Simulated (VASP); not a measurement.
Set up this calculation in VASP 6.6.1, as the native input.

- Task: single point
- Functional: r2SCAN
- Potentials or basis: VASP PAW PBE potentials, release 64 (Al)
- Cutoff: 520 eV
- k mesh: 15 × 15 × 15
- Occupations: fermi-dirac, width 0.1 eV
- Spin: no spin polarisation
- Dipole correction: no
- Further INCAR settings: ALGO = Normal; EDIFF = 1e-06; NBANDS = 8

The system is Al.

```
Al
1.0
    -1.56735    1.56735    1.59122
     1.56735   -1.56735    1.59122
     1.61509    1.61509   -1.59122
Al
1
Direct
  0.00000 0.00000 0.00000
```

These files were run (other wordings do the same):

POSCAR

```
Al
1.0
   -1.5673507150      1.5673507150      1.5912190000
    1.5673507150     -1.5673507150      1.5912190000
    1.6150872850      1.6150872850     -1.5912190000
Al
1
Direct
    0.0000000000      0.0000000000      0.0000000000
```

INCAR.step1

```
SYSTEM = Al
PREC = Accurate
ENCUT = 520
ISMEAR = -1
SIGMA = 0.1
LREAL = .False.
LASPH = .True.
NELM = 100
NBANDS = 8
GGA = PE
ALGO = Normal
EDIFF = 1E-4
LWAVE = .True.
LCHARG = .False.
```

INCAR.step2

```
SYSTEM = Al
PREC = Accurate
ENCUT = 520
EDIFF = 1E-6
ISMEAR = -1
SIGMA = 0.1
LREAL = .False.
LASPH = .True.
NELM = 100
ALGO = Normal
ISIF = 2
LWAVE = .False.
LCHARG = .False.
METAGGA = R2SCAN
LMIXTAU = .True.
NBANDS = 8
ISTART = 1
```

KPOINTS

```
Automatic mesh
0
Gamma
  15 15 15
  0 0 0
```

Potentials or basis: VASP PAW PBE potentials, release 64 (Al).

The run is started by

```sh
$ cat potpaw_PBE.64/Al/POTCAR > POTCAR
$ cp INCAR.step1 INCAR
$ mpirun -np 1 vasp_std > vasp.out
$ cp INCAR.step2 INCAR
$ mpirun -np 1 vasp_std > vasp.out
```

Results of the run:

* Pressure: 0.3 GPa

Caveat: the PAW data sets were made with another functional, which shifts forces and pressure a little.

Run time: 99 s on 1 thread of Intel(R) Xeon(R) Platinum 8488C (Sapphire Rapids), with other jobs on the host, peak memory 0.17 GiB.
